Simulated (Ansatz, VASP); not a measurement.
**Ir in VASP and in Ansatz**

```
Ir
1.0
     0.00000    1.93514    1.93514
     1.93514    0.00000    1.93514
     1.93514    1.93514    0.00000
Ir
1
Direct
  0.00000 0.00000 0.00000
```

Alike in both runs: functional PBE; k mesh 18 × 18 × 18; occupations gaussian, width 0.1 eV; no spin polarisation.

Ansatz relaxed the structure, and its values are those at the end. VASP's run is a single point on that final structure, the one shown.

|  | VASP | Ansatz |
| --- | --- | --- |
| version | VASP 6.6.1 | Ansatz 0.2.0 |
| potentials or method | VASP PAW PBE potentials, release 64 (Ir), cutoff 500 eV | scalar-relativistic, plane waves, PAW |
| valence electrons in the cell | 9 | 17 |

```tsv
	VASP	Ansatz	Ansatz less VASP
gap on the k mesh at the Fermi level (eV)	none	none	-
pressure (GPa)	0.6	0.0	-0.55
```

A gap of «none» marks a metal or a gap that the smearing closes. With one functional, cell and mesh, what is left measures potentials, basis and numerics. VASP's potentials hold 9 valence electrons a cell and Ansatz's 17, so a difference there can come from the potentials and not from the codes.

Neither program's run includes spin-orbit coupling.
